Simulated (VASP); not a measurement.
Wanted: the native input for a VASP 6.6.1 run.

```
Task                   : single point
Functional             : PBE
Potentials or basis    : VASP PAW PBE potentials, release 64 (Pb_d, S)
Cutoff                 : 520 eV
k mesh                 : 13 × 13 × 13
Occupations            : fermi-dirac, width 0.08 eV
Spin                   : no spin polarisation
Dipole correction      : no
Further INCAR settings : ALGO = Normal; EDIFF = 1e-07; NBANDS = 17
```

The structure of PbS (rocksalt type) lies in POSCAR:

```
PbS
1.0
    0.0000000000      2.9324266058      2.9324266058
    2.9324266058      0.0000000000      2.9324266058
    2.9324266058      2.9324266058      0.0000000000
Pb S
1 1
Direct
    0.0000000000      0.0000000000      0.0000000000
    0.5000000000      0.5000000000      0.5000000000
```

These files were run (other wordings do the same):

INCAR

```
SYSTEM = PbS
ALGO = Normal
EDIFF = 1E-7
ENCUT = 520
GGA = PE
ISIF = 2
ISMEAR = -1
LASPH = .True.
LCHARG = .False.
LREAL = .False.
LWAVE = .False.
NBANDS = 17
NELM = 60
PREC = Accurate
SIGMA = 0.08
```

KPOINTS

```
k-points
0
Gamma
  13 13 13
  0 0 0
```

Potentials or basis: VASP PAW PBE potentials, release 64 (Pb_d, S).

Launch:

```bash
$ cat potpaw_PBE.64/Pb_d/POTCAR potpaw_PBE.64/S/POTCAR > POTCAR
$ mpirun -np 1 vasp_std > vasp.out
```

Results of the run:

```
Pressure : 4.4 GPa
```

Run time: 25 s on 1 thread of Intel(R) Xeon(R) 6975P-C (Granite Rapids), with other jobs on the host, peak memory 0.21 GiB.
